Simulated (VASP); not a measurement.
# AlN (P6_3mc) in VASP: further runs

The runs below take AlN through single point, with PBE.

Program: VASP 6.6.1. These are calculated values, not measurements. Logs are shortened: lines on timing, memory, paths and dates and some standing lists are left out, and cuts for length are marked.

**1. The cell of the first run**

It takes space group P6_3mc (No. 186, hexagonal). Conventional cell: a = 3.130 Å, b = 3.130 Å, c = 5.018 Å, α = 90.00°, β = 90.00°, γ = 120.00°. Al (site symmetry 3m) has 4 N at 1.90 to 1.91 Å within 2.5 Å. Within 2.5 Å of Al (site symmetry 3m) lie 4 N at 1.90 to 1.91 Å. Within 2.5 Å of N (site symmetry 3m) lie 4 Al at 1.90 to 1.91 Å. Within 2.5 Å of N (site symmetry 3m) lie 4 Al at 1.90 to 1.91 Å.

**2. Single point, PBE**

Contents of INCAR:

```
SYSTEM = AlN
PREC = Accurate
ENCUT = 520
EDIFF = 1E-6
ISMEAR = 0
SIGMA = 0.05
LREAL = Auto
LASPH = .True.
NELM = 80
ALGO = Normal
ISIF = 2
LWAVE = .False.
LCHARG = .False.
GGA = PE
NBANDS = 46
ISYM = 0
```

Contents of KPOINTS:

```
regular mesh
0
Gamma
  4 8 3
  0 0 0
```

Contents of POSCAR:

```
AlN
1.0
   -1.5651197814     -2.7108669814      5.0179796556
    1.5651197814     -2.7108669814      0.0000000000
    7.8255989072      2.7108669814      5.0179796556
Al N
8 8
Direct
    0.6679632048      0.9991356413      0.3337655127
    0.9179632048      0.4991356413      0.0837655127
    0.4179632048      0.4991356413      0.5837655127
    0.1679632048      0.9991356413      0.8337655127
    0.9596298714      0.2491356413      0.5420988460
    0.2096298714      0.7491356413      0.2920988460
    0.7096298714      0.7491356413      0.7920988460
    0.4596298714      0.2491356413      0.0420988460
    0.9541201286      0.8083643587      0.4291511540
    0.2041201286      0.3083643587      0.1791511540
    0.7041201286      0.3083643587      0.6791511540
    0.4541201286      0.8083643587      0.9291511540
    0.2457867952      0.0583643587      0.6374844873
    0.4957867952      0.5583643587      0.3874844873
    0.9957867952      0.5583643587      0.8874844873
    0.7457867952      0.0583643587      0.1374844873
```

Potentials or basis: VASP PAW PBE potentials, release 64 (Al, N).

Command:

```bash
> cat potpaw_PBE.64/Al/POTCAR potpaw_PBE.64/N/POTCAR > POTCAR
> mpirun -np 1 vasp_std > vasp.out
```

OUTCAR:

```text
SYSTEM = AlN
   PREC = Accurate
   ENCUT = 520
   EDIFF = 1E-6
   ISMEAR = 0
   LREAL = Auto
   LASPH = .True.
   NELM = 80
   ISIF = 2
   GGA = PE
   ISYM = 0

 ion  position               nearest neighbor table
   1  0.668  0.999  0.334-  14 1.90  16 1.90  14 1.90   9 1.91   5 3.09   6 3.09   5 3.09   6 3.09
                             6 3.09   8 3.09   2 3.13   3 3.13   3 3.13   2 3.13
   2  0.918  0.499  0.084-  16 1.90  15 1.90  16 1.90  10 1.91   6 3.09   8 3.09   6 3.09   8 3.09
                             8 3.09   7 3.09   4 3.13   1 3.13   4 3.13   1 3.13
   3  0.418  0.499  0.584-  13 1.90  14 1.90  13 1.90  11 1.91   7 3.09   5 3.09   7 3.09   5 3.09
                             5 3.09   6 3.09   1 3.13   4 3.13   4 3.13   1 3.13
   4  0.168  0.999  0.834-  15 1.90  13 1.90  15 1.90  12 1.91   8 3.09   7 3.09   8 3.09   7 3.09
                             7 3.09   5 3.09   3 3.13   2 3.13   3 3.13   2 3.13
   5  0.960  0.249  0.542-   9 1.90   9 1.90  11 1.90  13 1.91   1 3.09   3 3.09   1 3.09   3 3.09
                             3 3.09   4 3.09   6 3.13   7 3.13   7 3.13   6 3.13
   6  0.210  0.749  0.292-  10 1.90  10 1.90   9 1.90  14 1.91   2 3.09   1 3.09   2 3.09   1 3.09
                             1 3.09   3 3.09   8 3.13   5 3.13   8 3.13   5 3.13
   7  0.710  0.749  0.792-  11 1.90  11 1.90  12 1.90  15 1.91   3 3.09   4 3.09   3 3.09   4 3.09
                             4 3.09   2 3.09   5 3.13   8 3.13   8 3.13   5 3.13
   8  0.460  0.249  0.042-  12 1.90  12 1.90  10 1.90  16 1.91   4 3.09   2 3.09   4 3.09   2 3.09
                             2 3.09   1 3.09   7 3.13   6 3.13   7 3.13   6 3.13
   9  0.954  0.808  0.429-   5 1.90   5 1.90   6 1.90   1 1.91
  10  0.204  0.308  0.179-   6 1.90   6 1.90   8 1.90   2 1.91
  11  0.704  0.308  0.679-   7 1.90   7 1.90   5 1.90   3 1.91
  12  0.454  0.808  0.929-   8 1.90   8 1.90   7 1.90   4 1.91
  13  0.246  0.058  0.637-   3 1.90   4 1.90   3 1.90   5 1.91
  14  0.496  0.558  0.387-   1 1.90   3 1.90   1 1.90   6 1.91
  15  0.996  0.558  0.887-   4 1.90   2 1.90   4 1.90   7 1.91
  16  0.746  0.058  0.137-   2 1.90   1 1.90   2 1.90   8 1.91

IMPORTANT INFORMATION: All symmetrisations will be switched off!
NOSYMM: (Re-)initialisation of all symmetry stuff for point group C_1.

----------------------------------------------------------------------------------------

                                     Primitive cell

  volume of cell :     170.3235

  direct lattice vectors                    reciprocal lattice vectors
    -1.565119781 -2.710866981  5.017979656    -0.079866092 -0.046110710  0.149462543
     1.565119781 -2.710866981  0.000000000     0.159732183 -0.276664257 -0.099641695
     7.825598907  2.710866981  5.017979656     0.079866092  0.046110710  0.049820848

  length of vectors
     5.914264075  3.130239563  9.683435231     0.175624150  0.334643017  0.104818448

  position of ions in fractional coordinates (direct lattice)
     0.667963205  0.999135641  0.333765513
     0.917963205  0.499135641  0.083765513
     0.417963205  0.499135641  0.583765513
     0.167963205  0.999135641  0.833765513
     0.959629871  0.249135641  0.542098846
     0.209629871  0.749135641  0.292098846
[... 8 lines left out ...]
     0.995786795  0.558364359  0.887484487
     0.745786795  0.058364359  0.137484487

  ion indices of the primitive-cell ions
   primitive index   ion index
                 1           1
                 2           2
                 3           3
                 4           4
                 5           5
                 6           6
[... 8 lines left out ...]
                15          15
                16          16

----------------------------------------------------------------------------------------

 KPOINTS: regular mesh

Automatic generation of k-mesh.
 Grid dimensions read from file:
 generate k-points for:    4    8    3

 Generating k-lattice:

  Cartesian coordinates                     Fractional coordinates (reciprocal lattice)
    -0.019966523 -0.011527677  0.037365636     0.250000000  0.000000000  0.000000000
     0.019966523 -0.034583032 -0.012455212     0.000000000  0.125000000 -0.000000000
     0.026622031  0.015370237  0.016606949     0.000000000  0.000000000  0.333333333

  Length of vectors
     0.043906037  0.041830377  0.034939483

  Shift w.r.t. Gamma in fractional coordinates (k-lattice)
     0.000000000  0.000000000  0.000000000

 -----------------------------------------------------------------------------
|                                                                             |
|           W    W    AA    RRRRR   N    N  II  N    N   GGGG   !!!           |
[... 12 lines left out ...]
|     Results are often still useful ...                                      |
|                                                                             |
 -----------------------------------------------------------------------------

 WARNING: IBZKPT: internal override: KBLOWUP is changed to .FALSE.
      ... skipping the blow-up phase ...

 Subroutine IBZKPT returns following result:
 ===========================================

 Found     50 irreducible k-points:

 Following reciprocal coordinates:
            Coordinates               Weight
  0.000000  0.000000  0.000000      1.000000
  0.250000  0.000000  0.000000      2.000000
  0.500000  0.000000  0.000000      1.000000
 -0.000000  0.125000 -0.000000      2.000000
  0.250000  0.125000  0.000000      2.000000
  0.500000  0.125000  0.000000      2.000000
[... 16 lines left out ...]
 -0.000000  0.125000  0.333333      2.000000
  0.250000  0.125000  0.333333      2.000000
 [... further k-points ...]
   k-points           NKPTS =     50   k-points in BZ     NKDIM =     50   number of bands    NBANDS=     46
   number of dos      NEDOS =    301   number of ions     NIONS =     16
   total plane-waves  NPLWV =  82944
   dimension x,y,z NGX =    48 NGY =   24 NGZ =   72
   dimension x,y,z NGXF=    96 NGYF=   48 NGZF=  144
   ions per type =               8   8
   NGX,Y,Z   is equivalent  to a cutoff of  13.49, 12.75, 12.36 a.u.
   NGXF,Y,Z  is equivalent  to a cutoff of  26.98, 25.49, 24.72 a.u.
 SYSTEM =  AlN
   PREC   = accura    normal or accurate (medium, high low for compatibility)
   ISTART =      0    job   : 0-new  1-cont  2-samecut
   ICHARG =      2    charge: 1-file 2-atom 10-const
   ISPIN  =      1    spin polarized calculation?
   LNONCOLLINEAR =      F non collinear calculations
   LSORBIT =      F    spin-orbit coupling
   LASPH  =      T    aspherical Exc in radial PAW
   ENCUT  =  520.0 eV  38.22 Ry    6.18 a.u.  11.00  5.82 18.00*2*pi/ulx,y,z
   NELM   =     80;   NELMIN=  2; NELMDL= -5     # of ELM steps
   EDIFF  = 0.1E-05   stopping-criterion for ELM
   LREAL  =      T    real-space projection
   EDIFFG = 0.1E-04   stopping-criterion for IOM
   NSW    =      0    number of steps for IOM
   IBRION =     -1    ionic relax: 0-MD 1-quasi-New 2-CG
   NFREE  =      0    steps in history (QN), initial steepest desc. (CG)
   ISIF   =      2    stress and relaxation
   ISYM   =      0    0-nonsym 1-usesym 2-fastsym
   POTIM  = 0.5000    time-step for ionic-motion
   TEBEG  =    0.0;   TEEND  =   0.0 temperature during run
   PSTRESS=    0.0 pullay stress
   NELECT =      64.0000    total number of electrons
   NUPDOWN=      -1.0000    fix difference up-down
   EMIN   =  10.00;   EMAX   =-10.00  energy-range for DOS
   EFERMI =   0.00;   METHOD = LEGACY
   ISMEAR =     0;   SIGMA  =   0.05  broadening in eV -4-tet -1-fermi 0-gaus
   EFERMI_NEDOS =   21; number of points for ismear=-14 and -15
   IALGO  =     38    algorithm
   IMIX   =      4    mixing-type and parameters
     AMIX     =   0.40;   BMIX     =  1.00
     AMIX_MAG =   1.60;   BMIX_MAG =  1.00
  volume/ion in A,a.u.               =      10.65        71.84
  Fermi-wavevector in a.u.,A,eV,Ry     =   1.181345  2.232418 18.987951  1.395575
  Thomas-Fermi vector in A             =   2.317620
   LORBIT       =      0    0 simple, 1 ext, 2 COOP (PROOUT), +10 PAW based schemes
   GGA     = PE    functional components
   LHFCALC =     F    Hartree Fock is set to
   AEXX    =    0.0000 exact exchange contribution
   IVDW    =     0    specifies the selected vdW correction
   LEPSILON=     F    determine dielectric tensor
   LRPA    =     F    only Hartree local field effects (RPA)
 non-spin polarized calculation
 Gauss-broadening in eV      SIGMA  =   0.05
  energy-cutoff  :      520.00
  volume of cell :      170.32
 maximum number of plane-waves:      4607
 NGX is ok and might be reduce to    48
   NGX = 21   NGY = 11   NGZ = 37

 number of electron      63.9999998 magnetization

 Free energy of the ion-electron system (eV)
  ---------------------------------------------------
  ext. energy  EPLUGINS =         0.00000000
  ---------------------------------------------------
  free energy    TOTEN  =      -119.12477308 eV

  energy without entropy =     -119.12477308  energy(sigma->0) =     -119.12477308

 E-fermi :   6.2502     XC(G=0): -10.8269

 val. band max:        5.9645725301   @ k =   0.0000   0.0000   0.0000
 cond. band min:      10.0074789019   @ k =   0.0000   0.0000   0.0000
 fundamental gap:      4.0429063718
 Fermi energy:         6.2501797463

 k-point     1 :       0.0000    0.0000    0.0000
  band No.  band energies     occupation
      1      -9.1032      2.00000
      2      -8.1684      2.00000
      3      -8.1684      2.00000
      4      -7.0203      2.00000
      5      -6.9749      2.00000
      6      -6.9749      2.00000
[... 1117 lines left out ...]
     43      15.0004      0.00000
     44      15.2332      0.00000

 [... further k-points ...]

 [bands above 44 left out]

------------------------ aborting loop because EDIFF is reached ----------------------------------------

  FORCE on cell =-STRESS in cart. coord.  units (eV):
  Direction    XX          YY          ZZ          XY          YZ          ZX
  --------------------------------------------------------------------------------------
  -------------------------------------------------------------------------------------
  Total       -0.3231749     -0.3335517     -0.2401298     -0.0019627      0.0103706     -0.0067498
  in kB       -3.0399996     -3.1376112     -2.2588216     -0.0184623      0.0975527     -0.0634932
  external PRESSURE =      -2.8121442 kB  Pullay stress =       0.0000000 kB

 VOLUME and BASIS-vectors are now :
 -----------------------------------------------------------------------------
  energy-cutoff  :      520.00
  volume of cell :      170.32
      direct lattice vectors                 reciprocal lattice vectors
    -1.565119781 -2.710866981  5.017979656    -0.079866092 -0.046110710  0.149462543
     1.565119781 -2.710866981  0.000000000     0.159732183 -0.276664257 -0.099641695
     7.825598907  2.710866981  5.017979656     0.079866092  0.046110710  0.049820848

 POSITION                                       TOTAL-FORCE (eV/Angst)
 -----------------------------------------------------------------------------------
      3.13024     -3.61449      5.02665        -0.001721      0.000139      0.000047
      0.00000     -3.61449      5.02665        -0.001723      0.000135      0.000053
      4.69536     -0.90362      5.02665        -0.001709      0.000144      0.000020
      7.82560     -0.90362      5.02665        -0.001717      0.000138      0.000022
      3.13024     -1.80724      7.53564         0.000310      0.000172     -0.000340
      3.13024     -1.80724      2.51766         0.000332      0.000186     -0.000358
[... 8 lines left out ...]
      6.26048     -1.80724      9.45022         0.000746     -0.000152      0.000166
      0.00000     -1.80724      4.43224         0.000741     -0.000156      0.000130
 -----------------------------------------------------------------------------------
    total drift:                               -0.009110      0.005236     -0.016006

  FREE ENERGIE OF THE ION-ELECTRON SYSTEM (eV)
  ---------------------------------------------------
  free  energy   TOTEN  =      -119.1247730820 eV

  energy  without entropy=     -119.1247730820  energy(sigma->0) =     -119.12477308
```

It took 3.4 min on 1 thread of Intel Xeon 6975P-C (Granite Rapids), shared host; peak memory 0.4 GiB.

Results:

```
Free energy            : -119.1248 eV
Pressure               : -0.3 GPa
Band gap on the k mesh : 4.04 eV
```

[end of part 1 of 2]
